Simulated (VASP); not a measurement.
# Rb (Fd-3m) in VASP: a series of runs

Rb is run at these levels: PBE; tasks: single point.

All numbers are computed with VASP 6.6.1; they aren't measurements. Logs are shortened: lines on timing, memory, paths and dates and some standing lists are left out, and cuts for length are marked.

**1. The cell of the first run**

The structure is cubic, space group Fd-3m (No. 227). The conventional cell has a = 9.863 Å, b = 9.863 Å, c = 9.863 Å, α = 90.00°, β = 90.00°, γ = 90.00°. Rb (site symmetry -43m) has 4 Rb at 4.27 Å within 5.6 Å.

This isn't the form of Rb at room conditions, which is bcc.

**2. Single point, PBE (119.95 Å³/atom)**

File INCAR:

```
SYSTEM = Rb
PREC = Accurate ; ENCUT = 520
EDIFF = 1E-7 ; ISMEAR = -1
SIGMA = 0.08 ; LREAL = .FALSE.
LASPH = .TRUE. ; NELM = 80
ALGO = Normal ; ISIF = 2
LWAVE = .FALSE. ; LCHARG = .FALSE.
GGA = PE ; NBANDS = 16
```

File KPOINTS:

```
regular mesh
0
G
  7 7 7
  0 0 0
```

File POSCAR:

```
Rb
1.0
    0.0000000000      4.9317201470      4.9317201470
    4.9317201470      0.0000000000      4.9317201470
    4.9317201470      4.9317201470      0.0000000000
Rb
2
Direct
   -0.1250000000     -0.1250000000     -0.1250000000
    0.1250000000      0.1250000000      0.1250000000
```

Potentials or basis: VASP PAW PBE potentials, release 64 (Rb_sv).

The run is started by

```sh
cat potpaw_PBE.64/Rb_sv/POTCAR > POTCAR
mpirun -np 1 vasp_std > vasp.out
```

OUTCAR:

```text
SYSTEM = Rb
   PREC = Accurate
   ENCUT = 520
   EDIFF = 1E-7
   ISMEAR = -1
   LREAL = .FALSE.
   LASPH = .TRUE.
   NELM = 80
   ISIF = 2
   GGA = PE

 ion  position               nearest neighbor table
   1  0.875  0.875  0.875-   2 4.27   2 4.27   2 4.27   2 4.27
   2  0.125  0.125  0.125-   1 4.27   1 4.27   1 4.27   1 4.27

  LATTYP: Found a face centered cubic cell.
 ALAT       =     9.8634402940

  Lattice vectors:

 A1 = (   0.0000000000,   4.9317201470,   4.9317201470)
 A2 = (   4.9317201470,   0.0000000000,   4.9317201470)
 A3 = (   4.9317201470,   4.9317201470,   0.0000000000)

Analysis of symmetry for initial positions (statically):
=====================================================================
 Subroutine PRICEL returns:
 Original cell was already a primitive cell.

 Routine SETGRP: Setting up the symmetry group for a
 face centered cubic supercell.

 Subroutine GETGRP returns: Found 48 space group operations
 (whereof 12 operations were pure point group operations)
 out of a pool of 48 trial point group operations.

The static configuration has the point symmetry D_3d.
 The point group associated with its full space group is O_h .

Analysis of symmetry for dynamics (positions and initial velocities):
=====================================================================
 Subroutine PRICEL returns:
 Original cell was already a primitive cell.

 Routine SETGRP: Setting up the symmetry group for a
 face centered cubic supercell.

 Subroutine GETGRP returns: Found 48 space group operations
 (whereof 12 operations were pure point group operations)
 out of a pool of 48 trial point group operations.

The dynamic configuration has the point symmetry D_3d.
 The point group associated with its full space group is O_h .

 Subroutine INISYM returns: Found 48 space group operations
 (whereof 12 operations are pure point group operations),
 and found     1 'primitive' translations

----------------------------------------------------------------------------------------

                                     Primitive cell

  volume of cell :     239.8972

  direct lattice vectors                    reciprocal lattice vectors
     0.000000000  4.931720147  4.931720147    -0.101384504  0.101384504  0.101384504
     4.931720147  0.000000000  4.931720147     0.101384504 -0.101384504  0.101384504
[... 77 lines left out ...]
   LASPH  =      T    aspherical Exc in radial PAW
   ENCUT  =  520.0 eV  38.22 Ry    6.18 a.u.  12.97 12.97 12.97*2*pi/ulx,y,z
   NELM   =     80;   NELMIN=  2; NELMDL= -5     # of ELM steps
   EDIFF  = 0.1E-06   stopping-criterion for ELM
   LREAL  =      F    real-space projection
   EDIFFG = 0.1E-05   stopping-criterion for IOM
   NSW    =      0    number of steps for IOM
   IBRION =     -1    ionic relax: 0-MD 1-quasi-New 2-CG
   NFREE  =      0    steps in history (QN), initial steepest desc. (CG)
   ISIF   =      2    stress and relaxation
   ISYM   =      2    0-nonsym 1-usesym 2-fastsym
   POTIM  = 0.5000    time-step for ionic-motion
   TEBEG  =    0.0;   TEEND  =   0.0 temperature during run
   PSTRESS=    0.0 pullay stress
   NELECT =      18.0000    total number of electrons
   NUPDOWN=      -1.0000    fix difference up-down
   EMIN   =  10.00;   EMAX   =-10.00  energy-range for DOS
   EFERMI =   0.00;   METHOD = LEGACY
   ISMEAR =    -1;   SIGMA  =   0.08  broadening in eV -4-tet -1-fermi 0-gaus
   EFERMI_NEDOS =   21; number of points for ismear=-14 and -15
   IALGO  =     38    algorithm
   IMIX   =      4    mixing-type and parameters
     AMIX     =   0.40;   BMIX     =  1.00
     AMIX_MAG =   1.60;   BMIX_MAG =  1.00
  volume/ion in A,a.u.               =     119.95       809.45
  Fermi-wavevector in a.u.,A,eV,Ry     =   0.690490  1.304836  6.486933  0.476776
  Thomas-Fermi vector in A             =   1.771873
   LORBIT       =      0    0 simple, 1 ext, 2 COOP (PROOUT), +10 PAW based schemes
   GGA     = PE    functional components
   LHFCALC =     F    Hartree Fock is set to
   AEXX    =    0.0000 exact exchange contribution
   IVDW    =     0    specifies the selected vdW correction
   LEPSILON=     F    determine dielectric tensor
   LRPA    =     F    only Hartree local field effects (RPA)
 non-spin polarized calculation
  energy-cutoff  :      520.00
  volume of cell :      239.90
 maximum number of plane-waves:      6487
 NGX is ok and might be reduce to    54
   NGX = 25   NGY = 25   NGZ = 25

 number of electron      18.0000000 magnetization

 Free energy of the ion-electron system (eV)
  ---------------------------------------------------
  ext. energy  EPLUGINS =         0.00000000
  ---------------------------------------------------
  free energy    TOTEN  =        -1.34291261 eV

  energy without entropy =       -1.30700188  energy(sigma->0) =       -1.32495724

 E-fermi :  -0.4314     XC(G=0):  -4.7621

 val. band max:       -0.4469203528   @ k =  -0.2857   0.4286   0.1429
 cond. band min:      -0.4226494021   @ k =  -0.4286   0.1429   0.0000
 fundamental gap:      0.0242709507
 Fermi energy:        -0.4313810558

 k-point     1 :       0.0000    0.0000    0.0000
  band No.  band energies     occupation
      1     -29.7955      2.00000
      2     -29.7717      2.00000
      3     -13.9305      2.00000
      4     -13.9305      2.00000
      5     -13.9305      2.00000
      6     -13.8107      2.00000
[... 357 lines left out ...]
      3     -13.9586      2.00000
      4     -13.9539      2.00000
      5     -13.8848      2.00000
      6     -13.8595      2.00000
[... 8 lines left out ...]
     15       2.1825      0.00000
     16       2.3179      0.00000

------------------------ aborting loop because EDIFF is reached ----------------------------------------

  FORCE on cell =-STRESS in cart. coord.  units (eV):
  Direction    XX          YY          ZZ          XY          YZ          ZX
  --------------------------------------------------------------------------------------
  -------------------------------------------------------------------------------------
  Total        0.3027428      0.3027428      0.3027428     -0.0000000      0.0000000      0.0000000
  in kB        2.0218978      2.0218978      2.0218978     -0.0000000      0.0000000      0.0000000
  external PRESSURE =       2.0218978 kB  Pullay stress =       0.0000000 kB

 VOLUME and BASIS-vectors are now :
 -----------------------------------------------------------------------------
  energy-cutoff  :      520.00
  volume of cell :      239.90
      direct lattice vectors                 reciprocal lattice vectors
     0.000000000  4.931720147  4.931720147    -0.101384504  0.101384504  0.101384504
     4.931720147  0.000000000  4.931720147     0.101384504 -0.101384504  0.101384504
     4.931720147  4.931720147  0.000000000     0.101384504  0.101384504 -0.101384504

 POSITION                                       TOTAL-FORCE (eV/Angst)
 -----------------------------------------------------------------------------------
      8.63051      8.63051      8.63051        -0.000000     -0.000000      0.000000
      1.23293      1.23293      1.23293         0.000000      0.000000     -0.000000
 -----------------------------------------------------------------------------------
    total drift:                               -0.000000      0.000000     -0.000000

  FREE ENERGIE OF THE ION-ELECTRON SYSTEM (eV)
  ---------------------------------------------------
  free  energy   TOTEN  =        -1.3429126106 eV

  energy  without entropy=       -1.3070018753  energy(sigma->0) =       -1.32495724
```

Run time: 57 s. Hardware: 1 thread of Intel Xeon 6975P-C (Granite Rapids), shared host; peak memory 0.4 GiB.

What came out:

| Quantity | Value |
| --- | --- |
| Free energy | -1.3429 eV |
| Pressure | 0.2 GPa |
| Band gap on the k mesh | zero (bands 9 and 10 overlap by 0.04 eV) |

Levels at points of the mesh, in eV from the Fermi level:
```
           k point  band 5  band 6  band 7  band 8  band 9  band 10  band 11  band 12  band 13  band 14
(0.00, 0.00, 0.00)  -13.50  -13.38  -13.38  -13.38   -1.70     2.11     2.11     2.11     2.21     2.21
```

[end of part 1 of 2]

The gap in the log of VASP goes by the Fermi energy; the results here count the filled bands.